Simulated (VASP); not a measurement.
# AlSn (P-6m2) in VASP: a series of runs

Runs on AlSn. Level: PBE. Tasks: single point.

Everything below comes from runs of VASP 6.6.1. Logs are shortened: lines on timing, memory, paths and dates and some standing lists are left out, and cuts for length are marked.

## 1. The cell of the first run

It takes space group P-6m2 (No. 187, hexagonal). Conventional cell: a = 4.198 Å, b = 4.198 Å, c = 3.307 Å, α = 90.00°, β = 90.00°, γ = 120.00°. Within 3.9 Å of Sn (site symmetry -6m2) lie 6 Al at 2.93 Å and 2 Sn at 3.31 Å. Within 3.9 Å of Al (site symmetry -6m2) lie 6 Sn at 2.93 Å and 2 Al at 3.31 Å.

## 2. Single point, PBE

Input file INCAR:

```
SYSTEM = AlSn
  PREC = Accurate
  ENCUT = 520
  EDIFF = 1E-6
  ISMEAR = 0
  SIGMA = 0.01
  LREAL = .FALSE.
  LASPH = .TRUE.
  NELM = 60
  ALGO = Fast
  ISIF = 2
  LWAVE = .FALSE.
  LCHARG = .FALSE.
  GGA = PE
  NBANDS = 16
```

Input file KPOINTS:

```
regular mesh
0
G
  6 6 7
  0 0 0
```

Input file POSCAR:

```
AlSn
1.0
    4.1981056157      0.0000000000      0.0000000000
   -2.0990528078      3.6356661109      0.0000000000
    0.0000000000      0.0000000000      3.3068470000
Sn Al
1 1
Direct
    0.3333333333      0.6666666667      0.5000000000
    0.0000000000      0.0000000000      0.0000000000
```

Potentials or basis: VASP PAW PBE potentials, release 64 (Sn_d, Al).

Launch:

```console
cat potpaw_PBE.64/Sn_d/POTCAR potpaw_PBE.64/Al/POTCAR > POTCAR
mpirun -np 1 vasp_std > vasp.out
```

OUTCAR:

```text
SYSTEM = AlSn
   PREC = Accurate
   ENCUT = 520
   EDIFF = 1E-6
   ISMEAR = 0
   LREAL = .FALSE.
   LASPH = .TRUE.
   NELM = 60
   ISIF = 2
   GGA = PE

 ion  position               nearest neighbor table
   1  0.333  0.667  0.500-   2 2.93   2 2.93   2 2.93   2 2.93   2 2.93   2 2.93
   2  0.000  0.000  0.000-   1 2.93   1 2.93   1 2.93   1 2.93   1 2.93   1 2.93

  LATTYP: Found a hexagonal cell.
 ALAT       =     4.1981056157
 C/A-ratio  =     0.7876998110

  Lattice vectors:

 A1 = (   4.1981056157,   0.0000000000,   0.0000000000)
 A2 = (  -2.0990528078,   3.6356661109,   0.0000000000)
 A3 = (   0.0000000000,   0.0000000000,   3.3068470000)

Analysis of symmetry for initial positions (statically):
=====================================================================
 Subroutine PRICEL returns:
 Original cell was already a primitive cell.

 Routine SETGRP: Setting up the symmetry group for a
 hexagonal supercell.

 Subroutine GETGRP returns: Found 12 space group operations
 (whereof 12 operations were pure point group operations)
 out of a pool of 24 trial point group operations.

The static configuration has the point symmetry D_3h.

Analysis of symmetry for dynamics (positions and initial velocities):
=====================================================================
 Subroutine PRICEL returns:
 Original cell was already a primitive cell.

 Routine SETGRP: Setting up the symmetry group for a
 hexagonal supercell.

 Subroutine GETGRP returns: Found 12 space group operations
 (whereof 12 operations were pure point group operations)
 out of a pool of 24 trial point group operations.

The dynamic configuration has the point symmetry D_3h.

 Subroutine INISYM returns: Found 12 space group operations
 (whereof 12 operations are pure point group operations),
 and found     1 'primitive' translations

----------------------------------------------------------------------------------------

                                     Primitive cell

  volume of cell :      50.4721

  direct lattice vectors                    reciprocal lattice vectors
     4.198105616  0.000000000  0.000000000     0.238202678  0.137526380  0.000000000
    -2.099052808  3.635666111  0.000000000     0.000000000  0.275052760  0.000000000
     0.000000000  0.000000000  3.306847000     0.000000000  0.000000000  0.302402863

  length of vectors
     4.198105616  4.198105616  3.306847000     0.275052760  0.275052760  0.302402863

  position of ions in fractional coordinates (direct lattice)
     0.333333333  0.666666667  0.500000000
     0.000000000  0.000000000  0.000000000

  ion indices of the primitive-cell ions
   primitive index   ion index
                 1           1
                 2           2

----------------------------------------------------------------------------------------

 KPOINTS: regular mesh

Automatic generation of k-mesh.
 Grid dimensions read from file:
 generate k-points for:    6    6    7

 Generating k-lattice:

  Cartesian coordinates                     Fractional coordinates (reciprocal lattice)
     0.039700446  0.022921063  0.000000000     0.166666667  0.000000000  0.000000000
     0.000000000  0.045842127  0.000000000     0.000000000  0.166666667  0.000000000
     0.000000000  0.000000000  0.043200409     0.000000000  0.000000000  0.142857143

  Length of vectors
     0.045842127  0.045842127  0.043200409

  Shift w.r.t. Gamma in fractional coordinates (k-lattice)
     0.000000000  0.000000000  0.000000000

 Subroutine IBZKPT returns following result:
 ===========================================

 Found     28 irreducible k-points:

 Following reciprocal coordinates:
            Coordinates               Weight
  0.000000  0.000000  0.000000      1.000000
  0.166667  0.000000  0.000000      6.000000
  0.333333 -0.000000  0.000000      6.000000
  0.500000  0.000000  0.000000      3.000000
  0.166667  0.166667  0.000000      6.000000
  0.333333  0.166667  0.000000     12.000000
[... 16 lines left out ...]
  0.166667  0.000000  0.428571     12.000000
  0.333333 -0.000000  0.428571     12.000000
 [... further k-points ...]
   k-points           NKPTS =     28   k-points in BZ     NKDIM =     28   number of bands    NBANDS=     16
   number of dos      NEDOS =    301   number of ions     NIONS =      2
   total plane-waves  NPLWV =  28672
   dimension x,y,z NGX =    32 NGY =   32 NGZ =   28
   dimension x,y,z NGXF=    64 NGYF=   64 NGZF=   56
   ions per type =               1   1
   NGX,Y,Z   is equivalent  to a cutoff of  12.67, 12.67, 14.08 a.u.
   NGXF,Y,Z  is equivalent  to a cutoff of  25.34, 25.34, 28.15 a.u.
 SYSTEM =  AlSn
   PREC   = accura    normal or accurate (medium, high low for compatibility)
   ISTART =      0    job   : 0-new  1-cont  2-samecut
   ICHARG =      2    charge: 1-file 2-atom 10-const
   ISPIN  =      1    spin polarized calculation?
   LNONCOLLINEAR =      F non collinear calculations
   LSORBIT =      F    spin-orbit coupling
   LASPH  =      T    aspherical Exc in radial PAW
   ENCUT  =  520.0 eV  38.22 Ry    6.18 a.u.   7.81  7.81  6.15*2*pi/ulx,y,z
   NELM   =     60;   NELMIN=  2; NELMDL= -5     # of ELM steps
   EDIFF  = 0.1E-05   stopping-criterion for ELM
   LREAL  =      F    real-space projection
   EDIFFG = 0.1E-04   stopping-criterion for IOM
   NSW    =      0    number of steps for IOM
   IBRION =     -1    ionic relax: 0-MD 1-quasi-New 2-CG
   NFREE  =      0    steps in history (QN), initial steepest desc. (CG)
   ISIF   =      2    stress and relaxation
   ISYM   =      2    0-nonsym 1-usesym 2-fastsym
   POTIM  = 0.5000    time-step for ionic-motion
   TEBEG  =    0.0;   TEEND  =   0.0 temperature during run
   PSTRESS=    0.0 pullay stress
   NELECT =      17.0000    total number of electrons
   NUPDOWN=      -1.0000    fix difference up-down
   EMIN   =  10.00;   EMAX   =-10.00  energy-range for DOS
   EFERMI =   0.00;   METHOD = LEGACY
   ISMEAR =     0;   SIGMA  =   0.01  broadening in eV -4-tet -1-fermi 0-gaus
   EFERMI_NEDOS =   21; number of points for ismear=-14 and -15
   IALGO  =     68    algorithm
   IMIX   =      4    mixing-type and parameters
     AMIX     =   0.40;   BMIX     =  1.00
     AMIX_MAG =   1.60;   BMIX_MAG =  1.00
  volume/ion in A,a.u.               =      25.24       170.30
  Fermi-wavevector in a.u.,A,eV,Ry     =   1.139044  2.152482 17.652500  1.297422
  Thomas-Fermi vector in A             =   2.275748
   LORBIT       =      0    0 simple, 1 ext, 2 COOP (PROOUT), +10 PAW based schemes
   GGA     = PE    functional components
   LHFCALC =     F    Hartree Fock is set to
   AEXX    =    0.0000 exact exchange contribution
   IVDW    =     0    specifies the selected vdW correction
   LEPSILON=     F    determine dielectric tensor
   LRPA    =     F    only Hartree local field effects (RPA)
 non-spin polarized calculation
 RMM-DIIS sequential band-by-band and
 Gauss-broadening in eV      SIGMA  =   0.01
  energy-cutoff  :      520.00
  volume of cell :       50.47
 maximum number of plane-waves:      1374
 NGX is ok and might be reduce to    32
   NGX = 15   NGY = 15   NGZ = 13

 number of electron      16.9999999 magnetization

 Free energy of the ion-electron system (eV)
  ---------------------------------------------------
  ext. energy  EPLUGINS =         0.00000000
  ---------------------------------------------------
  free energy    TOTEN  =        -7.22706998 eV

  energy without entropy =       -7.22706998  energy(sigma->0) =       -7.22706998

 E-fermi :   6.4274     XC(G=0):  -9.5651

 val. band max:        6.3500150668   @ k =   0.1667   0.0000   0.4286
 cond. band min:       6.5008657031   @ k =   0.0000   0.0000   0.1429
 fundamental gap:      0.1508506363
 Fermi energy:         6.4273745970

 k-point     1 :       0.0000    0.0000    0.0000
  band No.  band energies     occupation
      1     -14.9486      2.00000
      2     -14.8258      2.00000
      3     -14.8258      2.00000
      4     -14.8193      2.00000
      5     -14.8193      2.00000
      6      -4.0270      2.00000
[... 8 lines left out ...]
     15      17.9838      0.00000
     16      19.2211      0.00000

 k-point     2 :       0.1667    0.0000    0.0000
  band No.  band energies     occupation
      1     -14.9466      2.00000
      2     -14.8264      2.00000
      3     -14.8209      2.00000
      4     -14.8209      2.00000
      5     -14.8198      2.00000
      6      -3.7408      2.00000
[... 8 lines left out ...]
     15      16.2072      0.00000
     16      18.5596      0.00000

 k-point     3 :       0.3333   -0.0000    0.0000
  band No.  band energies     occupation
      1     -14.9426      2.00000
      2     -14.8275      2.00000
      3     -14.8241      2.00000
      4     -14.8206      2.00000
      5     -14.8110      2.00000
      6      -2.9380      2.00000
[... 8 lines left out ...]
     15      15.9928      0.00000
     16      18.3596      0.00000

 k-point     4 :       0.5000    0.0000    0.0000
  band No.  band energies     occupation
      1     -14.9407      2.00000
      2     -14.8280      2.00000
      3     -14.8256      2.00000
      4     -14.8211      2.00000
      5     -14.8061      2.00000
      6      -2.1983      2.00000
[... 8 lines left out ...]
     15      16.4764      0.00000
     16      16.9584      0.00000
[... 324 lines left out ...]
 k-point    22 :       0.0000    0.0000    0.4286
  band No.  band energies     occupation
      1     -14.8805      2.00000
      2     -14.8805      2.00000
      3     -14.8181      2.00000
      4     -14.8181      2.00000
      5     -14.7801      2.00000
      6      -1.5150      2.00000
[... 8 lines left out ...]
     15      12.8574      0.00000
     16      14.2799      0.00000

 k-point    23 :       0.1667    0.0000    0.4286
  band No.  band energies     occupation
      1     -14.8838      2.00000
      2     -14.8813      2.00000
      3     -14.8185      2.00000
      4     -14.8135      2.00000
      5     -14.7772      2.00000
      6      -1.2347      2.00000
[... 8 lines left out ...]
     15      13.6706      0.00000
     16      14.9482      0.00000

 k-point    24 :       0.3333   -0.0000    0.4286
  band No.  band energies     occupation
      1     -14.8903      2.00000
      2     -14.8827      2.00000
      3     -14.8199      2.00000
      4     -14.8044      2.00000
      5     -14.7708      2.00000
      6      -0.4537      2.00000
[... 8 lines left out ...]
     15      15.9856      0.00000
     16      17.6178      0.00000

 [... further k-points ...]

------------------------ aborting loop because EDIFF is reached ----------------------------------------

  FORCE on cell =-STRESS in cart. coord.  units (eV):
  Direction    XX          YY          ZZ          XY          YZ          ZX
  --------------------------------------------------------------------------------------
  -------------------------------------------------------------------------------------
  Total        0.3811768      0.3811768     -0.9835215      0.0000000     -0.0000000      0.0000000
  in kB       12.1000076     12.1000076    -31.2207252      0.0000000     -0.0000000      0.0000000
  external PRESSURE =      -2.3402367 kB  Pullay stress =       0.0000000 kB

 VOLUME and BASIS-vectors are now :
 -----------------------------------------------------------------------------
  energy-cutoff  :      520.00
  volume of cell :       50.47
      direct lattice vectors                 reciprocal lattice vectors
     4.198105616  0.000000000  0.000000000     0.238202678  0.137526380  0.000000000
    -2.099052808  3.635666111  0.000000000     0.000000000  0.275052760  0.000000000
     0.000000000  0.000000000  3.306847000     0.000000000  0.000000000  0.302402863

 POSITION                                       TOTAL-FORCE (eV/Angst)
 -----------------------------------------------------------------------------------
     -0.00000      2.42378      1.65342         0.000000      0.000000      0.000000
      0.00000      0.00000      0.00000         0.000000      0.000000      0.000000
 -----------------------------------------------------------------------------------
    total drift:                                0.000000     -0.000000     -0.000000

  FREE ENERGIE OF THE ION-ELECTRON SYSTEM (eV)
  ---------------------------------------------------
  free  energy   TOTEN  =        -7.2270699781 eV

  energy  without entropy=       -7.2270699781  energy(sigma->0) =       -7.22706998
```

It took 27 s on 1 thread of Intel Xeon 8259CL, shared host; peak memory 0.17 GiB.

What came out:

```yaml
Free_energy: -7.2271 eV
Pressure: -0.2 GPa
```

Caveat: spin-orbit coupling is left out, which moves the levels of the heavy elements.

## 3. Single point, PBE

Input file INCAR:

```
ALGO = Fast
EDIFF = 1E-7
ENCUT = 520
GGA = PE
ISIF = 2
ISMEAR = 0
LASPH = T
LCHARG = F
LREAL = F
LWAVE = F
NBANDS = 16
NELM = 80
PREC = Accurate
SIGMA = 0.005
```

Input file KPOINTS:

```
k-points
0
Gamma
  6 6 7
```

POSCAR is that of step 2.

Potentials or basis: VASP PAW PBE potentials, release 64 (Sn_d, Al).

Launch:

```console
cat potpaw_PBE.64/Sn_d/POTCAR potpaw_PBE.64/Al/POTCAR > POTCAR
mpirun -np 1 vasp_std > vasp.out
```

OUTCAR:

```text
EDIFF = 1E-7
   ENCUT = 520
   GGA = PE
   ISIF = 2
   ISMEAR = 0
   LASPH = T
   LREAL = F
   NELM = 80
   PREC = Accurate

 ion  position               nearest neighbor table
   1  0.333  0.667  0.500-   2 2.93   2 2.93   2 2.93   2 2.93   2 2.93   2 2.93
   2  0.000  0.000  0.000-   1 2.93   1 2.93   1 2.93   1 2.93   1 2.93   1 2.93

  LATTYP: Found a hexagonal cell.
 ALAT       =     4.1981056157
 C/A-ratio  =     0.7876998110

  Lattice vectors:

[... 643 lines left out ...]
 [... further k-points ...]

------------------------ aborting loop because EDIFF is reached ----------------------------------------

  FORCE on cell =-STRESS in cart. coord.  units (eV):
  Direction    XX          YY          ZZ          XY          YZ          ZX
  --------------------------------------------------------------------------------------
  -------------------------------------------------------------------------------------
  Total        0.3717424      0.3717424     -0.9926099      0.0000000      0.0000000      0.0000000
  in kB       11.8005228     11.8005228    -31.5092247      0.0000000      0.0000000      0.0000000
  external PRESSURE =      -2.6360597 kB  Pullay stress =       0.0000000 kB

 VOLUME and BASIS-vectors are now :
 -----------------------------------------------------------------------------
  energy-cutoff  :      520.00
  volume of cell :       50.47
      direct lattice vectors                 reciprocal lattice vectors
     4.198105616  0.000000000  0.000000000     0.238202678  0.137526380  0.000000000
    -2.099052808  3.635666111  0.000000000     0.000000000  0.275052760  0.000000000
     0.000000000  0.000000000  3.306847000     0.000000000  0.000000000  0.302402863

 POSITION                                       TOTAL-FORCE (eV/Angst)
 -----------------------------------------------------------------------------------
     -0.00000      2.42378      1.65342        -0.000000      0.000000      0.000000
      0.00000      0.00000      0.00000         0.000000      0.000000      0.000000
 -----------------------------------------------------------------------------------
    total drift:                                0.000000     -0.000000     -0.000000

  FREE ENERGIE OF THE ION-ELECTRON SYSTEM (eV)
  ---------------------------------------------------
  free  energy   TOTEN  =        -7.2270700914 eV

  energy  without entropy=       -7.2270700914  energy(sigma->0) =       -7.22707009
```

Run time: 31 s. Hardware: 1 thread of Intel Xeon 8259CL, shared host; peak memory 0.17 GiB.

What came out:

```
Free energy : -7.2271 eV
Pressure    : -0.3 GPa
```

Caveat: spin-orbit coupling is left out, which moves the levels of the heavy elements.
